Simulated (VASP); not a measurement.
Runs of VASP 6.6.1 on NaCl. The structure is that of space group Pm-3m (No. 221), or close to it. The cells are those of the table. 

```tsv
task	level	cell	k mesh	cutoff (eV)	smearing	gap on the mesh (eV)	pressure (GPa)
single point	r2SCAN	a = 3.460 Å, 2 atoms	8 × 8 × 8	520	gaussian 0.01 eV	4.95	-0.3
single point	PBE	a = 3.460 Å, 2 atoms	4 × 4 × 4	520	gaussian 0.01 eV	4.10	(a)
single point	r2SCAN	a = 3.460 Å, 2 atoms	6 × 6 × 6	520	fermi-dirac 0.02 eV	4.95	-0.3
relaxation of cell and atoms	PBEsol	relaxed from a = 3.506 Å, 2 atoms	6 × 6 × 6	600	fermi-dirac 0.02 eV	3.99	0.0
single point	PBE	a = 3.460 Å, 2 atoms	8 × 8 × 8	520	fermi-dirac 0.02 eV	4.10	1.1
```

Alike in all rows: potentials or basis VASP PAW PBE potentials, release 64 (Na_pv, Cl); no spin polarisation.

Fill in the values left out.

(a) 1.2.

Caveats: some runs use coarse meshes; the PAW data sets were made with another functional, which shifts forces and pressure a little (at least some runs).

A k mesh can miss the band edges.
